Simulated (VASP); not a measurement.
# N2 in VASP: single point with PBE+D3(BJ)

Aim: the single point of N2 with PBE+D3(BJ).

All numbers are computed with VASP 6.6.1; they aren't measurements. Logs are shortened: lines on timing, memory, paths and dates and some standing lists are left out, and cuts for length are marked.

## Step 1: The cell of the first run

The cell holds a molecule in a box, 2 atoms: a = 6.460 Å, b = 6.779 Å, c = 24.017 Å, α = 90.00°, β = 90.00°, γ = 90.00°.

## Step 2: Single point, PBE+D3(BJ)

INCAR reads:

```
  PREC = Accurate
  ENCUT = 520
  EDIFF = 1E-6
  ISMEAR = 0
  SIGMA = 0.05
  LREAL = False
  LASPH = True
  NELM = 60
  ALGO = Normal
  ISIF = 2
  LWAVE = False
  LCHARG = False
  LDIPOL = True
  IDIPOL = 3
  DIPOL = 0.5 0.5 0.662
  GGA = PE
  IVDW = 12
  NBANDS = 12
```

KPOINTS reads:

```
regular mesh
0
Gamma
  3 2 1
```

POSCAR reads:

```
N
1.0
    6.4600897544      0.0000000000      0.0000000000
    0.0000000000      6.7788694381      0.0000000000
    0.0000000000      0.0000000000     24.0167812915
N
2
Direct
   -0.0003706934      0.9998861005      0.6390191009
   -0.0006670688      0.9985702352      0.6848447481
```

Potentials or basis: VASP PAW PBE potentials, release 64 (N).

The run is started by

```
$ cat potpaw_PBE.64/N/POTCAR > POTCAR
$ mpirun -np 1 vasp_std > vasp.out
```

OUTCAR:

```text
PREC = Accurate
   ENCUT = 520
   EDIFF = 1E-6
   ISMEAR = 0
   LREAL = False
   LASPH = True
   NELM = 60
   ISIF = 2
   GGA = PE
   IVDW = 12
 IVDW          = 12

 ion  position               nearest neighbor table
   1  1.000  1.000  0.639-   2 1.10
   2  0.999  0.999  0.685-   1 1.10

  LATTYP: Found a simple orthorhombic cell.
 ALAT       =     6.4600897544
 B/A-ratio  =     1.0493460147
 C/A-ratio  =     3.7177163483

  Lattice vectors:

 A1 = (   6.4600897544,   0.0000000000,   0.0000000000)
 A2 = (   0.0000000000,   6.7788694381,   0.0000000000)
 A3 = (   0.0000000000,   0.0000000000,  24.0167812915)

Analysis of symmetry for initial positions (statically):
=====================================================================
 Subroutine PRICEL returns:
 Original cell was already a primitive cell.

 Routine SETGRP: Setting up the symmetry group for a
 simple orthorhombic supercell.

 Subroutine GETGRP returns: Found  2 space group operations
 (whereof  1 operations were pure point group operations)
 out of a pool of  8 trial point group operations.

The static configuration has the point symmetry C_1 .
 The point group associated with its full space group is S_2 .

Analysis of symmetry for dynamics (positions and initial velocities):
=====================================================================
 Subroutine PRICEL returns:
 Original cell was already a primitive cell.

 Routine SETGRP: Setting up the symmetry group for a
 simple orthorhombic supercell.

 Subroutine GETGRP returns: Found  2 space group operations
 (whereof  1 operations were pure point group operations)
 out of a pool of  8 trial point group operations.

The dynamic configuration has the point symmetry C_1 .
 The point group associated with its full space group is S_2 .

 Subroutine INISYM returns: Found  2 space group operations
 (whereof  1 operations are pure point group operations),
 and found     1 'primitive' translations

----------------------------------------------------------------------------------------

                                     Primitive cell

  volume of cell :    1051.7454

  direct lattice vectors                    reciprocal lattice vectors
     6.460089754  0.000000000  0.000000000     0.154796611  0.000000000  0.000000000
     0.000000000  6.778869438  0.000000000     0.000000000  0.147517224  0.000000000
     0.000000000  0.000000000 24.016781291     0.000000000  0.000000000  0.041637553

  length of vectors
     6.460089754  6.778869438 24.016781291     0.154796611  0.147517224  0.041637553

  position of ions in fractional coordinates (direct lattice)
     0.999629307  0.999886100  0.639019101
     0.999332931  0.998570235  0.684844748

[... 75 lines left out ...]
     AMIX_MAG =   1.60;   BMIX_MAG =  1.00
  volume/ion in A,a.u.               =     525.87      3548.76
  Fermi-wavevector in a.u.,A,eV,Ry     =   0.346820  0.655396  1.636568  0.120284
  Thomas-Fermi vector in A             =   1.255759
   LORBIT       =      0    0 simple, 1 ext, 2 COOP (PROOUT), +10 PAW based schemes
   GGA     = PE    functional components
   LHFCALC =     F    Hartree Fock is set to
   AEXX    =    0.0000 exact exchange contribution
   IVDW    =    12    specifies the selected vdW correction
   LEPSILON=     F    determine dielectric tensor
   LRPA    =     F    only Hartree local field effects (RPA)
 non-spin polarized calculation
 Gauss-broadening in eV      SIGMA  =   0.05
  energy-cutoff  :      520.00
  volume of cell :     1051.75
 maximum number of plane-waves:     28372
   NGX = 25   NGY = 25   NGZ = 89

 dipolmoment           0.000000      0.000000      0.000004 electrons x Angstroem

 number of electron      10.0000000 magnetization

 dipolmoment           0.000000      0.000000     -0.000002 electrons x Angstroem

 Free energy of the ion-electron system (eV)
  ---------------------------------------------------
  ext. energy  EPLUGINS =         0.00000000
  ---------------------------------------------------
  free energy    TOTEN  =       -16.63911030 eV

  energy without entropy =      -16.63911030  energy(sigma->0) =      -16.63911030

 E-fermi :  -9.8893     XC(G=0):  -0.5590

 val. band max:      -10.1253053469   @ k =   0.3333   0.5000   0.0000
 cond. band min:      -1.9243167107   @ k =   0.0000   0.5000   0.0000
 fundamental gap:      8.2009886362
 Fermi energy:        -9.8893300784

 k-point     1 :       0.0000    0.0000    0.0000
  band No.  band energies     occupation
      1     -28.3058      2.00000
      2     -13.3812      2.00000
      3     -11.5613      2.00000
      4     -11.5608      2.00000
      5     -10.1277      2.00000
      6      -1.9000      0.00000
      7      -1.8948      0.00000
      8      -0.4413      0.00000
      9       0.1751      0.00000
     10       0.2293      0.00000
     11       0.8981      0.00000
     12       0.9240      0.00000
[... 31 lines left out ...]
 k-point     4 :       0.3333    0.5000    0.0000
  band No.  band energies     occupation
      1     -28.3058      2.00000
      2     -13.3809      2.00000
      3     -11.5627      2.00000
      4     -11.5627      2.00000
      5     -10.1253      2.00000
      6      -1.9196      0.00000
      7      -1.9163      0.00000
      8       0.6510      0.00000
      9       0.7059      0.00000
     10       1.3088      0.00000
     11       1.4334      0.00000
     12       1.5044      0.00000

------------------------ aborting loop because EDIFF is reached ----------------------------------------

 vacuum level on the upper side and lower side of the slab       (xc-potential included)        -0.118        -0.105

 Edisp (eV)   -0.01334

 E8    (eV) :    -0.0036

  FORCE on cell =-STRESS in cart. coord.  units (eV):
  Direction    XX          YY          ZZ          XY          YZ          ZX
  --------------------------------------------------------------------------------------
  -------------------------------------------------------------------------------------
  Total      -0.06282    -0.06098     2.10674     0.00003    -0.01759    -0.00378
  in kB      -0.09570    -0.09290     3.20931     0.00005    -0.02680    -0.00576
  external pressure =        1.01 kB  Pullay stress =        0.00 kB

 VOLUME and BASIS-vectors are now :
 -----------------------------------------------------------------------------
  energy-cutoff  :      520.00
  volume of cell :     1051.75
      direct lattice vectors                 reciprocal lattice vectors
     6.460089754  0.000000000  0.000000000     0.154796611  0.000000000  0.000000000
     0.000000000  6.778869438  0.000000000     0.000000000  0.147517224  0.000000000
     0.000000000  0.000000000 24.016781291     0.000000000  0.000000000  0.041637553

 POSITION                                       TOTAL-FORCE (eV/Angst)
 -----------------------------------------------------------------------------------
      6.45770      6.77810     15.34718         0.003469      0.016194     -1.993026
      6.45578      6.76918     16.44777        -0.003469     -0.016194      1.993026
 -----------------------------------------------------------------------------------
    total drift:                                0.000005      0.000005      0.000036

  FREE ENERGIE OF THE ION-ELECTRON SYSTEM (eV)
  ---------------------------------------------------
  free  energy   TOTEN  =       -16.6524505019 eV

  energy  without entropy=      -16.6524505019  energy(sigma->0) =      -16.65245050

 vacuum level on the upper side and lower side of the slab         0.076         0.074
```

OSZICAR:

```text
N       E                     dE             d eps       ncg     rms          rms(c)
DAV:   1     0.712988324364E+02    0.71299E+02   -0.24165E+03   128   0.431E+02
DAV:   2    -0.920347733650E+01   -0.80502E+02   -0.76437E+02   168   0.111E+02
DAV:   3    -0.174603409527E+02   -0.82569E+01   -0.82480E+01   160   0.497E+01
[... 11 lines left out ...]
DAV:  15    -0.166391034797E+02   -0.99943E-05   -0.71968E-07    96   0.409E-03    0.279E-03
DAV:  16    -0.166391063470E+02   -0.28673E-05   -0.11935E-06    96   0.428E-03    0.461E-04
DAV:  17    -0.166391079631E+02   -0.16161E-05   -0.96023E-08   100   0.135E-03    0.817E-04
DAV:  18    -0.166391095180E+02   -0.15549E-05   -0.13726E-07    96   0.136E-03    0.208E-04
DAV:  19    -0.166391102951E+02   -0.77714E-06   -0.15727E-08   100   0.516E-04
   1 F= -.16652451E+02 E0= -.16652451E+02  d E =-.506010E-11
```

stdout:

```text
POSCAR found type information on POSCAR N
 POSCAR found :  1 types and       2 ions
 scaLAPACK will be used
 LDA part: xc-table for (Slater+PW92), standard interpolation
 POSCAR, INCAR and KPOINTS ok, starting setup
 FFT: planning ... GRIDC
 FFT: planning ... GRID_SOFT
 FFT: planning ... GRID
 WAVECAR not read
 entering main loop
```

It took 87 s on 1 thread of AMD EPYC 7R43 (Zen 3), shared host; peak memory 0.75 GiB.

Results:

- Free energy: -16.6525 eV
- Largest force: 1.993 eV/Å
- Gap between the frontier levels: 8.20 eV, indirect (the least direct gap lies 1.3 meV higher)
- Dispersion energy per atom: -0.007 eV

Forces in eV/Å, atoms in the order of the input:
```
N    0.003  0.016 -1.993
N   -0.003 -0.016  1.993
```

Levels at points of the mesh, in eV from the valence-band top:
```csv
k point,band 1,band 2,band 3,band 4,band 5,band 6,band 7,band 8,band 9,band 10
"(0.00, 0.00, 0.00)",-18.18,-3.26,-1.44,-1.44,0.00,8.23,8.23,9.68,10.30,10.35
"(0.00, 0.50, 0.00)",-18.18,-3.26,-1.44,-1.44,0.00,8.20,8.23,10.41,10.50,11.03
```

Caveat: the k points lie up to 0.46 Å⁻¹ apart; the standard files for N, O and F lose accuracy on very short bonds.
